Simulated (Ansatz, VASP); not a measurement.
Two plane-wave programs on MgS

```
Mg S
1.0
     0.00000    2.59295    2.59295
     2.59295    0.00000    2.59295
     2.59295    2.59295    0.00000
Mg S
1 1
Cartesian
  0.0000 0.0000 0.0000
  2.5929 2.5929 2.5929
```

Change from the starting cell: volume scaled by 0.99, PAW files.

Alike in both runs: task electric field gradients; functional LDA; k mesh 8 × 8 × 8; occupations fermi-dirac, width 0.01 eV; no spin polarisation.

```csv
,VASP,Ansatz
version,VASP 6.6.1,Ansatz 0.2.0
potentials or method,"VASP PAW LDA potentials, release 64 (Mg, S)","PAW with Ansatz's default frozen-core files, scalar-relativistic"
plane-wave cutoff (eV),520,420
valence electrons in the cell,8,16
```

```csv
,VASP,Ansatz,Ansatz less VASP
gap on the k mesh at the Fermi level (eV),2.58,2.58,+0.001
pressure (GPa),-3.1,-2.6,+0.57
```

LDA's correlation is that of Perdew and Zunger in VASP and of Perdew and Wang (1992) in Ansatz. VASP's potentials hold 8 valence electrons a cell and Ansatz's 16, so a difference there can come from the potentials and not from the codes.
